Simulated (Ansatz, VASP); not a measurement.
# Pt in VASP and in Ansatz

```
Pt
1.0
     2.77023    0.00000    0.00000
     0.00000    2.77023    0.00000
     0.00000    0.00000   35.58849
Pt
11
Direct
  0.00000 0.00000 0.22479
  0.50000 0.50000 0.27983
  0.00000 0.00000 0.33488
  0.50000 0.50000 0.38992
  0.00000 0.00000 0.44496
  0.50000 0.50000 0.50000
  0.00000 0.00000 0.55504
  0.50000 0.50000 0.61008
  0.00000 0.00000 0.66512
  0.50000 0.50000 0.72017
  0.00000 0.00000 0.77521
```

Alike in both runs: task single point; functional PBEsol; k mesh 12 × 12 × 1; no spin polarisation.

```csv
,VASP,Ansatz
version,VASP 6.6.1,Ansatz 0.2.0
potentials or method,"VASP PAW PBE potentials, release 64 (Pt)","plane-wave PAW, scalar-relativistic"
plane-wave cutoff (eV),520,420
occupations,"methfessel-paxton of order 1, width 0.1 eV","cold, width 0.1 eV"
valence electrons in the cell,110,198
```

Ansatz gave:

* rms of the force components (eV/Å): 0.120

Task: Which values does VASP return?

Result: rms of the force components (eV/Å): 0.122.

VASP's potentials were made for PBE, not for PBEsol. Atom by atom the forces differ by 0.006 eV/Å (rms over components). VASP's potentials hold 110 valence electrons a cell and Ansatz's 198, so a difference there can come from the potentials and not from the codes.

Spin-orbit coupling is off throughout.
